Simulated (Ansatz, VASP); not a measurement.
# AlN: VASP beside Ansatz

```
CELL_PARAMETERS angstrom
0.00000 2.18399 2.18399
2.18399 0.00000 2.18399
2.18399 2.18399 0.00000
ATOMIC_POSITIONS crystal
Al 0.00000 0.00000 0.00000
N 0.25000 0.25000 0.25000
```

Alike in both runs: functional HF; k mesh 6 × 6 × 6; occupations fermi-dirac, width 0.05 eV; no spin polarisation.

|  | VASP | Ansatz |
| --- | --- | --- |
| version | VASP 6.6.1 | Ansatz 0.2.0 |
| potentials or method | VASP PAW PBE potentials, release 64 (Al, N) | Ansatz PAW |
| plane-wave cutoff (eV) | 520 | 420 |
| valence electrons in the cell | 8 | 8 |
| task | single point | band structure |

|  | VASP | Ansatz | Ansatz less VASP |
| --- | --- | --- | --- |
| gap on the k mesh at the Fermi level (eV) | 12.23 | 12.07 | -0.160 |
| least direct gap on the mesh (eV) | 12.34 | 13.54 | +1.195 |
| pressure (GPa) | -1.5 | -1.2 | +0.35 |

VASP's potentials were made for PBE, not for HF. One of these differences is far larger than is usual between the two programs; its cause wasn't traced.
